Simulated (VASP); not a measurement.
Wanted: the native input for a VASP 6.6.1 run.

- Task: single point
- Functional: PBE
- Potentials or basis: VASP PAW PBE potentials, release 64 (Si, C)
- Cutoff: 520 eV
- k mesh: 12 × 12 × 6
- Occupations: gaussian, width 0.02 eV
- Spin: no spin polarisation
- Dipole correction: no
- Further INCAR settings: ALGO = Normal; EDIFF = 1e-06; NBANDS = 16

The structure of SiC lies in POSCAR:

```
SiC
1.0
    2.9944529007      0.0000000000      0.0000000000
   -1.4972264503      2.5932722824      0.0000000000
    0.0000000000      0.0000000000      4.9099970342
Si C
2 2
Direct
    0.3333333333      0.6666666667      0.4995822901
    0.6666666667      0.3333333333      0.9995822901
    0.3333333333      0.6666666667      0.8754177099
    0.6666666667      0.3333333333      0.3754177099
```

These files were run (other wordings do the same):

INCAR

```
SYSTEM = SiC
  PREC = Accurate
  ENCUT = 520
  EDIFF = 1E-6
  ISMEAR = 0
  SIGMA = 0.02
  LREAL = .False.
  LASPH = .True.
  NELM = 100
  ALGO = Normal
  ISIF = 2
  LWAVE = .False.
  LCHARG = .False.
  GGA = PE
  NBANDS = 16
```

KPOINTS

```
regular mesh
0
Gamma
  12 12 6
  0 0 0
```

Potentials or basis: VASP PAW PBE potentials, release 64 (Si, C).

Launch:

```console
$ cat potpaw_PBE.64/Si/POTCAR potpaw_PBE.64/C/POTCAR > POTCAR
$ mpirun -np 1 vasp_std > vasp.out
```

Results of the run:

The pressure is 24.9 GPa. The largest force is 0.004 eV/Å and the band gap on the k mesh is 2.13 eV, indirect (least direct gap 4.12 eV).

Run time: 19 s on 1 thread of Intel(R) Xeon(R) 6975P-C (Granite Rapids), on a shared host, peak memory 0.17 GiB.
